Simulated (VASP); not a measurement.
# Mg7S16 (a cell with a defect) in VASP: further runs

Runs on Mg7S16 (a cell with a defect). Level: PBEsol. Tasks: single point.

Program: VASP 6.6.1. These are calculated values, not measurements. Logs are shortened: lines on timing, memory, paths and dates and some standing lists are left out, and cuts for length are marked.

## (1) The cell of the first run

The cell holds a defect, 23 atoms: a = 10.204 Å, b = 10.204 Å, c = 6.891 Å, α = 76.66°, β = 76.66°, γ = 45.07°.

## (2) Single point, PBEsol

The input, INCAR:

```
ALGO = Normal
EDIFF = 1E-6
ENCUT = 520
GGA = PS
ISIF = 2
ISMEAR = -1
LASPH = True
LCHARG = False
LREAL = Auto
LWAVE = False
NBANDS = 72
NELM = 80
PREC = Accurate
SIGMA = 0.05
```

The input, KPOINTS:

```
k-points
0
Gamma
  1 1 1
```

The input, POSCAR:

```
Mg7S16
1.0
    2.3536360000      3.9105410000      9.1265460000
    2.3536360000     -3.9105410000      9.1265460000
    6.8907580000      0.0000000000      0.0000000000
Mg S
7 16
Direct
    0.1251946298      0.1478769134      0.2089304232
    0.6354501951      0.0897967932      0.2905097784
    0.4303871614      0.3296594104      0.7490216645
    0.5766565746      0.6627060496      0.2785312604
    0.8617758689      0.3964438343      0.7351308536
    0.2759291798      0.9284475910      0.7528976456
    0.9543640061      0.8036176005      0.6984646977
    0.1542232404      0.2477141410      0.5214499928
   -0.0003236861      0.1064646074      0.9632152089
    0.7502751803      0.1476987082      0.5182298274
    0.6054882498     -0.0265726338      0.9227639927
    0.2380713325      0.7313534641      0.6632255696
    0.0955205497      0.5508028239      1.0031392831
    0.4862384334      0.4068376548      0.0906901633
    0.3499429362      0.2436660809      0.4915802365
    0.6367197976      0.7366803913      0.5333688795
    0.5802986048      0.5407388610      0.9776697807
    0.9298676642      0.4889056592      0.0498673774
    0.7800023644      0.3245666587      0.4392327495
    0.4047873595      0.9409791550      0.0244465825
    0.2559441777      0.8510792242      0.3874276050
    0.9201391291      0.9624350671      0.0348881210
    0.8243878532      0.7591027686      0.4064631884
```

Potentials or basis: VASP PAW PBE potentials, release 64 (Mg, S).

The run is started by

```
$ cat potpaw_PBE.64/Mg/POTCAR potpaw_PBE.64/S/POTCAR > POTCAR
$ mpirun -np 1 vasp_gam > vasp.out
```

OUTCAR:

```text
EDIFF = 1E-6
   ENCUT = 520
   GGA = PS
   ISIF = 2
   ISMEAR = -1
   LASPH = True
   LREAL = Auto
   NELM = 80
   PREC = Accurate

 ion  position               nearest neighbor table
   1  0.125  0.148  0.209-  20 2.30  21 2.41  18 2.60   9 2.60   8 2.74  19 2.82
   2  0.635  0.090  0.291-  15 2.36  23 2.45  10 2.54  22 2.57  14 2.58  11 3.19
   3  0.430  0.330  0.749-  15 2.65  10 2.65  11 2.76  13 2.83  14 2.93  12 3.01
   4  0.577  0.663  0.279-  21 2.37  16 2.41  20 2.51  19 2.57  17 2.63  18 2.87
   5  0.862  0.396  0.735-   8 2.45  17 2.48   9 2.49  16 2.69  19 2.78  18 2.94   6 3.48
   6  0.276  0.928  0.753-   9 2.33  12 2.52  20 2.59   8 2.74  16 2.88  21 2.90  17 3.12   5 3.48

   7  0.954  0.804  0.698-  12 2.39  13 2.60  10 2.66  11 2.84  23 2.92  22 2.95
   8  0.154  0.248  0.521-  15 1.93   5 2.45   1 2.74   6 2.74
   9  1.000  0.106  0.963-  22 2.06   6 2.33   5 2.49   1 2.60
  10  0.750  0.148  0.518-  19 1.97   2 2.54   3 2.65   7 2.66
  11  0.605  0.973  0.923-  20 2.23   3 2.76   7 2.84   2 3.19
  12  0.238  0.731  0.663-  21 2.05   7 2.39   6 2.52   3 3.01
  13  0.096  0.551  0.003-  18 2.13   7 2.60   3 2.83
  14  0.486  0.407  0.091-  17 2.10   2 2.58   3 2.93
  15  0.350  0.244  0.492-   8 1.93   2 2.36   3 2.65
  16  0.637  0.737  0.533-  23 2.06   4 2.41   5 2.69   6 2.88
  17  0.580  0.541  0.978-  14 2.10   5 2.48   4 2.63   6 3.12
  18  0.930  0.489  0.050-  13 2.13   1 2.60   4 2.87   5 2.94
  19  0.780  0.325  0.439-  10 1.97   4 2.57   5 2.78   1 2.82
  20  0.405  0.941  0.024-  11 2.23   1 2.30   4 2.51   6 2.59
  21  0.256  0.851  0.387-  12 2.05   4 2.37   1 2.41   6 2.90
  22  0.920  0.962  0.035-   9 2.06   2 2.57   7 2.95
  23  0.824  0.759  0.406-  16 2.06   2 2.45   7 2.92

  LATTYP: Found a base centered monoclinic cell.
 ALAT       =    18.8502991287
 B/A-ratio  =     0.4149049279
 C/A-ratio  =     0.3655516527
 COS(beta)  =    -0.2497186898

  Lattice vectors:

 A1 = (  -2.3536360000,  -3.9105410000,  -9.1265460000)
 A2 = (  -2.3536360000,   3.9105410000,  -9.1265460000)
 A3 = (   6.8907580000,   0.0000000000,   0.0000000000)

Analysis of symmetry for initial positions (statically):
=====================================================================
 Subroutine PRICEL returns:
 Original cell was already a primitive cell.

 Routine SETGRP: Setting up the symmetry group for a
 base centered monoclinic supercell.

 Subroutine GETGRP returns: Found  1 space group operations
 (whereof  1 operations were pure point group operations)
 out of a pool of  4 trial point group operations.

The static configuration has the point symmetry C_1 .

Analysis of symmetry for dynamics (positions and initial velocities):
[... 136 lines left out ...]
   ISYM   =      2    0-nonsym 1-usesym 2-fastsym
   POTIM  = 0.5000    time-step for ionic-motion
   TEBEG  =    0.0;   TEEND  =   0.0 temperature during run
   PSTRESS=    0.0 pullay stress
   NELECT =     110.0000    total number of electrons
   NUPDOWN=      -1.0000    fix difference up-down
   EMIN   =  10.00;   EMAX   =-10.00  energy-range for DOS
   EFERMI =   0.00;   METHOD = LEGACY
   ISMEAR =    -1;   SIGMA  =   0.05  broadening in eV -4-tet -1-fermi 0-gaus
   EFERMI_NEDOS =   21; number of points for ismear=-14 and -15
   IALGO  =     38    algorithm
   IMIX   =      4    mixing-type and parameters
     AMIX     =   0.40;   BMIX     =  1.00
     AMIX_MAG =   1.60;   BMIX_MAG =  1.00
  volume/ion in A,a.u.               =      21.39       144.31
  Fermi-wavevector in a.u.,A,eV,Ry     =   0.993708  1.877837 13.435160  0.987456
  Thomas-Fermi vector in A             =   2.125609
   LORBIT       =      0    0 simple, 1 ext, 2 COOP (PROOUT), +10 PAW based schemes
   GGA     = PS    functional components
   LHFCALC =     F    Hartree Fock is set to
   AEXX    =    0.0000 exact exchange contribution
   IVDW    =     0    specifies the selected vdW correction
   LEPSILON=     F    determine dielectric tensor
   LRPA    =     F    only Hartree local field effects (RPA)
 non-spin polarized calculation
  energy-cutoff  :      520.00
  volume of cell :      491.86
 maximum number of plane-waves:      6626
 NGX is ok and might be reduce to    80
   NGX = 37   NGY = 37   NGZ = 25

 number of electron     109.9999999 magnetization

 Free energy of the ion-electron system (eV)
  ---------------------------------------------------
  ext. energy  EPLUGINS =         0.00000000
  ---------------------------------------------------
  free energy    TOTEN  =       -93.41963983 eV

  energy without entropy =      -93.34949719  energy(sigma->0) =      -93.38456851

 E-fermi :   3.4724     XC(G=0):  -9.0660

 val. band max:        3.3686224630   @ k =   0.0000   0.0000   0.0000
 cond. band min:       3.5761237169   @ k =   0.0000   0.0000   0.0000
 fundamental gap:      0.2075012539
 Fermi energy:         3.4724230469

 k-point     1 :       0.0000    0.0000    0.0000
  band No.  band energies     occupation
      1     -12.2413      2.00000
      2     -12.0502      2.00000
      3     -11.6831      2.00000
      4     -11.3896      2.00000
      5     -11.1115      2.00000
      6     -10.9116      2.00000
[... 59 lines left out ...]
     66       6.7842      0.00000
     67       7.1532      0.00000
 [bands above 67 left out]

------------------------ aborting loop because EDIFF is reached ----------------------------------------

  FORCE on cell =-STRESS in cart. coord.  units (eV):
  Direction    XX          YY          ZZ          XY          YZ          ZX
  --------------------------------------------------------------------------------------
  -------------------------------------------------------------------------------------
  Total       -6.3696609     14.5730679     -8.0952138     -2.4950154      1.4456819     -2.2485244
  in kB      -20.7484956     47.4702247    -26.3693013     -8.1272483      4.7091555     -7.3243300
  external PRESSURE =       0.1174759 kB  Pullay stress =       0.0000000 kB

 VOLUME and BASIS-vectors are now :
 -----------------------------------------------------------------------------
  energy-cutoff  :      520.00
  volume of cell :      491.86
      direct lattice vectors                 reciprocal lattice vectors
     2.353636000  3.910541000  9.126546000     0.000000000  0.127859547  0.054785239
     2.353636000 -3.910541000  9.126546000     0.000000000 -0.127859547  0.054785239
     6.890758000  0.000000000  0.000000000     0.145121915  0.000000000 -0.037425348

 POSITION                                       TOTAL-FORCE (eV/Angst)
 -----------------------------------------------------------------------------------
      2.08240     -0.08870      2.49220         1.063449     -2.194658      0.040209
      3.70880      2.13380      6.61900        -0.933602      0.695527      0.348953
      6.95020      0.39390      6.93660         0.596693     -0.023915     -0.315161
      4.83630     -0.33650     11.31110        -0.702269      0.783047      0.028577
      8.02700      1.81970     11.48320        -0.165844     -0.963828      0.286050
      8.02270     -2.55170     10.99180        -0.721323      1.015981      0.772816
[... 15 lines left out ...]
      4.67130     -0.16540     17.18140        -0.187238     -0.063066      0.205448
      6.52780      0.25530     14.45180         0.424712      0.505085      0.598936
 -----------------------------------------------------------------------------------
    total drift:                                0.001952     -0.000276      0.000114

  FREE ENERGIE OF THE ION-ELECTRON SYSTEM (eV)
  ---------------------------------------------------
  free  energy   TOTEN  =       -93.4196398263 eV

  energy  without entropy=      -93.3494971870  energy(sigma->0) =      -93.38456851
```

OSZICAR:

```text
N       E                     dE             d eps       ncg     rms          rms(c)
DAV:   1     0.882509825619E+03    0.88251E+03   -0.51231E+04   144   0.138E+03
DAV:   2     0.161039050877E+02   -0.86641E+03   -0.81933E+03   216   0.246E+02
DAV:   3    -0.924545129349E+02   -0.10856E+03   -0.10677E+03   168   0.931E+01
DAV:   4    -0.960448224924E+02   -0.35903E+01   -0.35725E+01   168   0.196E+01
DAV:   5    -0.961534866020E+02   -0.10866E+00   -0.10858E+00   184   0.336E+00    0.281E+01
DAV:   6    -0.939348752616E+02    0.22186E+01   -0.31637E+00   160   0.443E+00    0.177E+01
DAV:   7    -0.936229117035E+02    0.31196E+00   -0.47970E+00   176   0.509E+00    0.412E+00
DAV:   8    -0.934490965082E+02    0.17382E+00   -0.15060E+00   176   0.290E+00    0.158E+00
DAV:   9    -0.934203031275E+02    0.28793E-01   -0.14541E-01   168   0.107E+00    0.961E-01
DAV:  10    -0.934198624176E+02    0.44071E-03   -0.38954E-02   168   0.508E-01    0.349E-01
DAV:  11    -0.934193579307E+02    0.50449E-03   -0.11401E-02   176   0.235E-01    0.161E-01
DAV:  12    -0.934195297038E+02   -0.17177E-03   -0.13576E-03   160   0.970E-02    0.798E-02
DAV:  13    -0.934196019462E+02   -0.72242E-04   -0.18189E-04   168   0.422E-02    0.420E-02
DAV:  14    -0.934196273580E+02   -0.25412E-04   -0.36652E-05   184   0.183E-02    0.233E-02
DAV:  15    -0.934196385182E+02   -0.11160E-04   -0.14834E-05   160   0.121E-02    0.594E-03
DAV:  16    -0.934196395314E+02   -0.10132E-05   -0.20173E-06   112   0.472E-03    0.276E-03
DAV:  17    -0.934196398263E+02   -0.29493E-06   -0.43935E-07    96   0.208E-03
   1 F= -.93419640E+02 E0= -.93384569E+02  d E =-.701426E-01
```

stdout:

```text
POSCAR found type information on POSCAR MgS
 POSCAR found :  2 types and      23 ions
 scaLAPACK will be used
 -----------------------------------------------------------------------------
|                                                                             |
|                                                                             |
|     You enforced a specific xc type in the INCAR file but a different       |
|     I HOPE YOU KNOW WHAT YOU ARE DOING!                                     |
|                                                                             |
 -----------------------------------------------------------------------------

 LDA part: xc-table for (Slater+PW92), standard interpolation
 POSCAR, INCAR and KPOINTS ok, starting setup
 FFT: planning ... GRIDC
 FFT: planning ... GRID_SOFT
 FFT: planning ... GRID
 WAVECAR not read
 entering main loop
```

It took 82 s on 1 thread of Intel Xeon Platinum 8488C (Sapphire Rapids), shared host; peak memory 0.64 GiB.

Results:

| Item | Value |
| --- | --- |
| Free energy | -93.4196 eV |
| Pressure | 0.0 GPa |
| Largest force | 2.966 eV/Å |

Forces in eV/Å, atoms in the order of the input:
```
Mg   1.063 -2.195  0.040
Mg  -0.934  0.696  0.349
Mg   0.597 -0.024 -0.315
Mg  -0.702  0.783  0.029
Mg  -0.166 -0.964  0.286
Mg  -0.721  1.016  0.773
Mg   0.203 -0.518 -0.682
S   -0.632 -0.383 -1.769
S    0.340 -0.280 -0.840
S    0.689 -0.264 -1.829
S    0.152 -1.095 -0.675
S    0.490  1.049 -0.346
S   -0.768  0.223 -0.798
S   -0.651 -0.554  0.720
S    0.963  0.133  1.620
S    0.909  0.087 -0.145
S    0.314 -0.032 -1.113
S   -0.039  0.432  0.193
S    0.227  0.181  1.763
S   -1.155  1.169  2.469
S   -0.417  0.097 -0.534
S   -0.187 -0.063  0.205
S    0.425  0.505  0.599
```

Levels at points of the mesh, in eV from the Fermi level:
| k point | band 51 | band 52 | band 53 | band 54 | band 55 | band 56 | band 57 | band 58 | band 59 | band 60 |
| --- | --- | --- | --- | --- | --- | --- | --- | --- | --- | --- |
| (0.00, 0.00, 0.00) | -0.76 | -0.75 | -0.61 | -0.43 | -0.10 | 0.10 | 0.68 | 1.52 | 2.01 | 2.08 |

Caveat: the k points lie up to 0.94 Å⁻¹ apart, too coarse for converged energies, forces and pressures; the PAW data sets were made with another functional, which shifts forces and pressure a little.

## (3) Single point, PBEsol

The input, INCAR:

```
PREC = Accurate
ENCUT = 520
EDIFF = 1E-7
ISMEAR = -1
SIGMA = 0.05
LREAL = Auto
LASPH = T
NELM = 100
ALGO = Normal
ISIF = 2
LWAVE = F
LCHARG = F
GGA = PS
NBANDS = 72
```

The input, KPOINTS:

```
regular mesh
0
Gamma
  1 1 1
```

The input, POSCAR:

```
Mg7S16
1.0
    2.3536360000      3.9105410000      9.1265460000
    2.3536360000     -3.9105410000      9.1265460000
    6.8907580000      0.0000000000      0.0000000000
Mg S
7 16
Direct
    0.0990174732      0.1459930707      0.2808594299
    0.6478263488      0.0322337747      0.3213414273
    0.3833468843      0.3153511773      0.7227679580
    0.5918415725      0.6403770565      0.2545301801
    0.9017565309      0.3318098150      0.7200563189
    0.3455965251      0.8556794011      0.7254693510
    0.9250633615      0.8054379695      0.7104341452
    0.2205809333      0.1603846587      0.5285406435
    0.0184300349      0.0499857710      0.9763619759
    0.7911038331      0.0949597446      0.5121829653
    0.6361403840     -0.0281666774      0.9614401198
    0.2645381440      0.7059604433      0.6116307650
    0.1020602629      0.4872755055      0.9844516553
    0.4913052381      0.3854886772      0.0166957360
    0.3434372335      0.2965639236      0.3914765599
    0.6888905430      0.6637022123      0.5672074100
    0.5455922984      0.5559744936      0.9493458835
    0.9635441446      0.4200899269      0.0085954315
    0.7914132424      0.3100987644      0.4570965467
    0.4573613464      0.9399799917      0.1437965348
    0.2713009762      0.7934282215      0.3027410091
    0.9678939639      0.9041943377     -0.0232796481
    0.8458220006      0.7261198929      0.4650171969
```

Potentials or basis: VASP PAW PBE potentials, release 64 (Mg, S).

The run is started by

```
$ cat potpaw_PBE.64/Mg/POTCAR potpaw_PBE.64/S/POTCAR > POTCAR
$ mpirun -np 1 vasp_gam > vasp.out
```

Run time: 1.9 min. Hardware: 1 thread of Intel Xeon Platinum 8488C (Sapphire Rapids), shared host; peak memory 0.64 GiB.

The run converged. Its results:

```
Free energy   : -92.8680 eV
Pressure      : 0.7 GPa
Largest force : 3.043 eV/Å
```

Forces on the atoms (eV/Å):
```
Mg  -0.933  0.489  0.015
Mg  -1.309  0.246  0.890
Mg   0.593  0.409  0.479
Mg  -0.125  1.322 -0.256
Mg   0.659 -0.286  0.351
Mg   0.140 -0.046  0.112
Mg   0.547  0.916 -0.136
S    1.109 -0.296  0.606
S    0.050 -0.255  2.662
S   -0.651 -1.333  0.665
S    0.130 -1.157  0.189
S   -0.505  0.504 -0.540
S   -0.131  0.444  2.704
S    0.198 -0.205  0.888
S   -0.013 -0.835 -1.046
S    0.377 -0.180 -0.783
S    0.247  1.046 -1.143
S   -0.336 -0.662 -2.951
S   -0.204  0.131 -1.376
S   -0.883 -0.160  1.004
S    0.794 -0.998 -0.359
S    0.370  0.087 -2.335
S   -0.124  0.817  0.359
```

Stress tensor (GPa, compression positive):
```
-0.01  0.59  0.12
 0.59  3.53  0.65
 0.12  0.65 -1.36
```

Levels at points of the mesh, in eV from the Fermi level:
| k point | band 53 | band 54 | band 55 | band 56 | band 57 | band 58 |
| --- | --- | --- | --- | --- | --- | --- |
| (0.00, 0.00, 0.00) | -0.46 | -0.28 | -0.11 | 0.11 | 0.63 | 0.96 |

Caveat: the k points lie up to 0.94 Å⁻¹ apart, too coarse for converged energies, forces and pressures; the atoms stand as in a frame of molecular dynamics; the PAW data sets were made with another functional, which shifts forces and pressure a little.
